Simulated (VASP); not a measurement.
# AlAs (F-43m) in VASP: a series of runs

Runs on AlAs. Level: PBE. Tasks: single point.

Program: VASP 6.6.1. These are calculated values, not measurements. Logs are shortened: lines on timing, memory, paths and dates and some standing lists are left out, and cuts for length are marked.

## Step 1: The cell of the first run

The structure is cubic, space group F-43m (No. 216). Conventional cell: a = 5.378 Å, b = 5.378 Å, c = 5.378 Å, α = 90.00°, β = 90.00°, γ = 90.00°. Al (site symmetry -43m) has 4 As at 2.33 Å within 3.1 Å. Within 3.1 Å of As (site symmetry -43m) lie 4 Al at 2.33 Å.

## Step 2: Single point, PBE (strain -0.050 along x and y, -0.050 along z)

INCAR reads:

```
PREC = Accurate
ENCUT = 500
EDIFF = 1E-6
ISMEAR = 0
SIGMA = 0.05
LREAL = False
LASPH = True
NELM = 120
ALGO = Normal
ISIF = 2
LWAVE = False
LCHARG = True
GGA = PE
LELF = True
LVHAR = True
NBANDS = 11
GGA_COMPAT = False
```

KPOINTS reads:

```
Automatic mesh
0
Gamma
  8 8 8
```

POSCAR reads:

```
AlAs
1.0
    0.0000000000      2.6888800000      2.6888800000
    2.6888800000      0.0000000000      2.6888800000
    2.6888800000      2.6888800000      0.0000000000
Al As
1 1
Direct
    0.0000000000      0.0000000000      0.0000000000
    0.7500000000      0.7500000000      0.7500000000
```

Potentials or basis: VASP PAW PBE potentials, release 64 (Al, As).

Command:

```bash
cat potpaw_PBE.64/Al/POTCAR potpaw_PBE.64/As/POTCAR > POTCAR
mpirun -np 1 vasp_std > vasp.out
```

OUTCAR:

```text
PREC = Accurate
   ENCUT = 500
   EDIFF = 1E-6
   ISMEAR = 0
   LREAL = False
   LASPH = True
   NELM = 120
   ISIF = 2
   GGA = PE

 ion  position               nearest neighbor table
   1  0.000  0.000  0.000-   2 2.33   2 2.33   2 2.33   2 2.33
   2  0.750  0.750  0.750-   1 2.33   1 2.33   1 2.33   1 2.33

  LATTYP: Found a face centered cubic cell.
 ALAT       =     5.3777600000

  Lattice vectors:

 A1 = (   0.0000000000,   2.6888800000,   2.6888800000)
 A2 = (   2.6888800000,   0.0000000000,   2.6888800000)
 A3 = (   2.6888800000,   2.6888800000,   0.0000000000)

Analysis of symmetry for initial positions (statically):
=====================================================================
 Subroutine PRICEL returns:
 Original cell was already a primitive cell.

 Routine SETGRP: Setting up the symmetry group for a
 face centered cubic supercell.

 Subroutine GETGRP returns: Found 24 space group operations
 (whereof 24 operations were pure point group operations)
 out of a pool of 48 trial point group operations.

The static configuration has the point symmetry T_d .

Analysis of symmetry for dynamics (positions and initial velocities):
=====================================================================
 Subroutine PRICEL returns:
 Original cell was already a primitive cell.

 Routine SETGRP: Setting up the symmetry group for a
 face centered cubic supercell.

 Subroutine GETGRP returns: Found 24 space group operations
 (whereof 24 operations were pure point group operations)
 out of a pool of 48 trial point group operations.

The dynamic configuration has the point symmetry T_d .

 Subroutine INISYM returns: Found 24 space group operations
 (whereof 24 operations are pure point group operations),
 and found     1 'primitive' translations

----------------------------------------------------------------------------------------

                                     Primitive cell

  volume of cell :      38.8816

  direct lattice vectors                    reciprocal lattice vectors
     0.000000000  2.688880000  2.688880000    -0.185951028  0.185951028  0.185951028
     2.688880000  0.000000000  2.688880000     0.185951028 -0.185951028  0.185951028
     2.688880000  2.688880000  0.000000000     0.185951028  0.185951028 -0.185951028

  length of vectors
     3.802650564  3.802650564  3.802650564     0.322076628  0.322076628  0.322076628

  position of ions in fractional coordinates (direct lattice)
     0.000000000  0.000000000  0.000000000
[... 85 lines left out ...]
   ISYM   =      2    0-nonsym 1-usesym 2-fastsym
   POTIM  = 0.5000    time-step for ionic-motion
   TEBEG  =    0.0;   TEEND  =   0.0 temperature during run
   PSTRESS=    0.0 pullay stress
   NELECT =       8.0000    total number of electrons
   NUPDOWN=      -1.0000    fix difference up-down
   EMIN   =  10.00;   EMAX   =-10.00  energy-range for DOS
   EFERMI =   0.00;   METHOD = LEGACY
   ISMEAR =     0;   SIGMA  =   0.05  broadening in eV -4-tet -1-fermi 0-gaus
   EFERMI_NEDOS =   21; number of points for ismear=-14 and -15
   IALGO  =     38    algorithm
   IMIX   =      4    mixing-type and parameters
     AMIX     =   0.40;   BMIX     =  1.00
     AMIX_MAG =   1.60;   BMIX_MAG =  1.00
  volume/ion in A,a.u.               =      19.44       131.19
  Fermi-wavevector in a.u.,A,eV,Ry     =   0.966474  1.826371 12.708815  0.934072
  Thomas-Fermi vector in A             =   2.096278
   LORBIT       =      0    0 simple, 1 ext, 2 COOP (PROOUT), +10 PAW based schemes
   GGA     = PE    functional components
   LHFCALC =     F    Hartree Fock is set to
   AEXX    =    0.0000 exact exchange contribution
   IVDW    =     0    specifies the selected vdW correction
   LEPSILON=     F    determine dielectric tensor
   LRPA    =     F    only Hartree local field effects (RPA)
 non-spin polarized calculation
 Gauss-broadening in eV      SIGMA  =   0.05
  energy-cutoff  :      500.00
  volume of cell :       38.88
 maximum number of plane-waves:       999
   NGX = 13   NGY = 13   NGZ = 13

 number of electron       7.9999999 magnetization

 Free energy of the ion-electron system (eV)
  ---------------------------------------------------
  ext. energy  EPLUGINS =         0.00000000
  ---------------------------------------------------
  free energy    TOTEN  =        -8.96665310 eV

  energy without entropy =       -8.96665310  energy(sigma->0) =       -8.96665310

 E-fermi :   5.5602     XC(G=0):  -9.6550

 val. band max:        5.3002168817   @ k =   0.0000   0.0000   0.0000
 cond. band min:       6.4234008410   @ k =   0.5000   0.5000   0.0000
 fundamental gap:      1.1231839593
 Fermi energy:         5.5602353083

 k-point     1 :       0.0000    0.0000    0.0000
  band No.  band energies     occupation
      1      -7.5105      2.00000
      2       5.3002      2.00000
      3       5.3002      2.00000
      4       5.3002      2.00000
      5       8.6391      0.00000
      6       9.8549      0.00000
      7       9.8549      0.00000
      8       9.8549      0.00000
      9      14.6115      0.00000
     10      14.6115      0.00000
     11      15.0626      0.00000
[... 309 lines left out ...]
 k-point    24 :      -0.3750    0.2500    0.1250
  band No.  band energies     occupation
      1      -5.3671      2.00000
      2      -0.5961      2.00000
      3       2.2078      2.00000
      4       3.4769      2.00000
      5       9.1906      0.00000
      6       9.8023      0.00000
      7      12.5886      0.00000
      8      13.5780      0.00000
      9      14.3421      0.00000
     10      16.9471      0.00000
     11      18.6417      0.00000

 [... further k-points ...]

------------------------ aborting loop because EDIFF is reached ----------------------------------------

  FORCE on cell =-STRESS in cart. coord.  units (eV):
  Direction    XX          YY          ZZ          XY          YZ          ZX
  --------------------------------------------------------------------------------------
  -------------------------------------------------------------------------------------
  Total        4.7057980      4.7057980      4.7057980     -0.0000000      0.0000000      0.0000000
  in kB      193.9097324    193.9097324    193.9097324     -0.0000000      0.0000000      0.0000000
  external PRESSURE =     193.9097324 kB  Pullay stress =       0.0000000 kB

 VOLUME and BASIS-vectors are now :
 -----------------------------------------------------------------------------
  energy-cutoff  :      500.00
  volume of cell :       38.88
      direct lattice vectors                 reciprocal lattice vectors
     0.000000000  2.688880000  2.688880000    -0.185951028  0.185951028  0.185951028
     2.688880000  0.000000000  2.688880000     0.185951028 -0.185951028  0.185951028
     2.688880000  2.688880000  0.000000000     0.185951028  0.185951028 -0.185951028

 POSITION                                       TOTAL-FORCE (eV/Angst)
 -----------------------------------------------------------------------------------
      0.00000      0.00000      0.00000        -0.000000     -0.000000     -0.000000
      4.03332      4.03332      4.03332         0.000000      0.000000      0.000000
 -----------------------------------------------------------------------------------
    total drift:                               -0.000000     -0.000000     -0.000000

  FREE ENERGIE OF THE ION-ELECTRON SYSTEM (eV)
  ---------------------------------------------------
  free  energy   TOTEN  =        -8.9666531032 eV

  energy  without entropy=       -8.9666531032  energy(sigma->0) =       -8.96665310
```

stdout:

```text
POSCAR found type information on POSCAR AlAs
 POSCAR found :  2 types and       2 ions
 scaLAPACK will be used
 LDA part: xc-table for (Slater+PW92), standard interpolation
 POSCAR, INCAR and KPOINTS ok, starting setup
 FFT: planning ... GRIDC
 FFT: planning ... GRID_SOFT
 FFT: planning ... GRID
 WAVECAR not read
 entering main loop
```

It took 14 s on 1 thread of Intel Xeon Platinum 8175M at 2.50GHz (Skylake/Cascade Lake), shared host; peak memory 0.15 GiB.

Results:

```yaml
Free_energy: -8.9667 eV
Pressure: 19.4 GPa
Band_gap_on_the_k_mesh: 1.12 eV, indirect (least direct gap 3.34 eV)
```

Caveat: the cell differs from its parent crystal (strain -0.050 along x and y, -0.050 along z). A k mesh can miss the band edges.

## Step 3: Single point, PBE (strain -0.025 along x and y, -0.025 along z)

INCAR reads:

```
SYSTEM = AlAs
PREC = Accurate
ENCUT = 500
EDIFF = 1E-6
ISMEAR = 0
SIGMA = 0.05
LREAL = .FALSE.
LASPH = .TRUE.
NELM = 120
ALGO = Normal
ISIF = 2
LWAVE = .FALSE.
LCHARG = .FALSE.
GGA = PE
NBANDS = 11
GGA_COMPAT = .FALSE.
```

KPOINTS reads:

```
Automatic mesh
0
G
  8 8 8
  0 0 0
```

POSCAR reads:

```
AlAs
1.0
    0.0000000000      2.7596400000      2.7596400000
    2.7596400000      0.0000000000      2.7596400000
    2.7596400000      2.7596400000      0.0000000000
Al As
1 1
Direct
    0.0000000000      0.0000000000      0.0000000000
    0.7500000000      0.7500000000      0.7500000000
```

Potentials or basis: VASP PAW PBE potentials, release 64 (Al, As).

Command:

```bash
cat potpaw_PBE.64/Al/POTCAR potpaw_PBE.64/As/POTCAR > POTCAR
mpirun -np 1 vasp_std > vasp.out
```

Wall time 13 s (1 thread of Intel Xeon Platinum 8175M at 2.50GHz (Skylake/Cascade Lake), shared host); peak memory 0.15 GiB.

Results (log left out):

* Free energy: -9.2479 eV
* Pressure: 9.8 GPa
* Band gap on the k mesh: 1.29 eV, indirect (least direct gap 2.68 eV)

Levels at points of the mesh, in eV from the valence-band top:
```csv
k point,band 1,band 2,band 3,band 4,band 5,band 6,band 7,band 8
"(0.00, 0.00, 0.00)",-12.31,0.00,0.00,0.00,2.68,4.42,4.42,4.42
"(0.50, 0.00, 0.00)",-10.71,-5.93,-0.88,-0.88,2.43,4.73,4.73,7.88
"(0.50, 0.50, 0.00)",-10.08,-5.71,-2.35,-2.35,1.29,2.29,10.93,10.93
```

Caveat: the cell differs from its parent crystal (strain -0.025 along x and y, -0.025 along z).

## Step 4: Single point, PBE (strain +0.025 along x and y, +0.025 along z)

INCAR reads:

```
PREC = Accurate
ENCUT = 500
EDIFF = 1E-6
ISMEAR = 0
SIGMA = 0.05
LREAL = False
LASPH = True
NELM = 120
ALGO = Normal
ISIF = 2
LWAVE = False
LCHARG = False
GGA = PE
NBANDS = 11
GGA_COMPAT = False
```

KPOINTS reads:

```
Automatic mesh
0
Gamma
  8 8 8
```

POSCAR reads:

```
AlAs
1.0
    0.0000000000      2.9011600000      2.9011600000
    2.9011600000      0.0000000000      2.9011600000
    2.9011600000      2.9011600000      0.0000000000
Al As
1 1
Direct
    0.0000000000      0.0000000000      0.0000000000
    0.7500000000      0.7500000000      0.7500000000
```

Command:

```bash
cat potpaw_PBE.64/Al/POTCAR potpaw_PBE.64/As/POTCAR > POTCAR
mpirun -np 1 vasp_std > vasp.out
```

It took 16 s on 1 thread of Intel Xeon Platinum 8175M at 2.50GHz (Skylake/Cascade Lake), shared host; peak memory 0.17 GiB.

It converged, with:

| Quantity | Value |
| --- | --- |
| Free energy | -9.3755 eV |
| Pressure | -2.3 GPa |
| Band gap on the k mesh | 1.49 eV, direct |

Levels at points of the mesh, in eV from the valence-band top:
| k point | band 1 | band 2 | band 3 | band 4 | band 5 | band 6 | band 7 | band 8 | band 9 |
| --- | --- | --- | --- | --- | --- | --- | --- | --- | --- |
| (0.00, 0.00, 0.00) | -11.47 | 0.00 | 0.00 | 0.00 | 1.49 | 4.16 | 4.16 | 4.16 | 8.48 |
| (0.50, 0.00, 0.00) | -10.21 | -5.26 | -0.77 | -0.77 | 1.87 | 4.62 | 4.62 | 7.60 | 10.60 |
| (0.50, 0.50, 0.00) | -9.73 | -5.18 | -2.01 | -2.01 | 1.56 | 2.28 | 9.76 | 9.76 | 10.99 |

Caveat: the cell differs from its parent crystal (strain +0.025 along x and y, +0.025 along z).

## Step 5: Summary

```csv
cell,gap on the mesh (eV),pressure (GPa)
"a = 3.803 Å, angles 60.0°, 2 atoms",1.12,19.4
"a = 3.903 Å, angles 60.0°, 2 atoms",1.29,9.8
"a = 4.103 Å, angles 60.0°, 2 atoms",1.49,-2.3
```

Alike in all rows: task single point; level PBE; potentials or basis VASP PAW PBE potentials, release 64 (Al, As); no spin polarisation; k mesh 8 × 8 × 8; cutoff (eV) 500; smearing gaussian 0.05 eV.

Absolute energies hang on the potentials; compare differences alone.
